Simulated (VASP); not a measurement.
## CdSe: dielectric tensor with r2SCAN

The system is CdSe.

```xyz
2
Lattice="0.0000 3.0678 3.0678 3.0678 0.0000 3.0678 3.0678 3.0678 0.0000" Properties=species:S:1:pos:R:3 pbc="T T T"
Cd    0.0000    0.0000    0.0000
Se    4.6017    4.6017    4.6017
```

| Property | Result |
| --- | --- |
| Program | VASP 6.6.1 |
| Task | dielectric tensor |
| Functional | r2SCAN |
| Potentials or basis | VASP PAW PBE potentials, release 64 (Cd, Se) |
| Cutoff | 520 eV |
| k mesh | 6 × 6 × 6 |
| Occupations | gaussian, width 0.01 eV |
| Spin | no spin polarisation |
| Dipole correction | no |
| Further INCAR settings | ALGO = Normal; EDIFF = 1e-08 |

| Item | Value |
| --- | --- |
| Band gap on the k mesh | 1.03 eV, direct |
| Electronic dielectric tensor (diagonal) | 6.37 |
| Born charges (mean of the diagonal) | Cd +2.26; Se -2.26 e |

Levels at points of the mesh, in eV from the valence-band top:
| k point | band 7 | band 8 | band 9 | band 10 | band 11 | band 12 |
| --- | --- | --- | --- | --- | --- | --- |
| (0.00, 0.00, 0.00) | 0.00 | 0.00 | 0.00 | 1.03 | 6.47 | 6.47 |
| (0.50, 0.00, 0.00) | -4.27 | -0.72 | -0.72 | 2.82 | 6.92 | 6.92 |
| (0.50, 0.50, 0.00) | -3.97 | -1.80 | -1.80 | 3.50 | 4.13 | 9.56 |

Electronic dielectric tensor:
```
6.37 0.00 0.00
0.00 6.37 0.00
0.00 0.00 6.37
```

Born effective charge tensors (e):
atom 1, Cd
```
2.26 0.00 0.00
0.00 2.26 0.00
0.00 0.00 2.26
```
atom 2, Se
```
-2.26  0.00  0.00
 0.00 -2.26  0.00
 0.00  0.00 -2.26
```

Dipole moments of the cell (e·Å, modulo the quantum): ionic -9.203, -9.203, -9.203; electronic -0.014, -0.014, 0.004

Run time: 34 min on 1 thread of AMD EPYC 9R45 96-Core Processor (Zen 5), with other jobs on the host, peak memory 0.35 GiB.

Caveat: the PAW data sets were made with another functional, which shifts forces and pressure a little. r2SCAN opens gaps a little over a GGA but as a rule still falls short of measured ones.
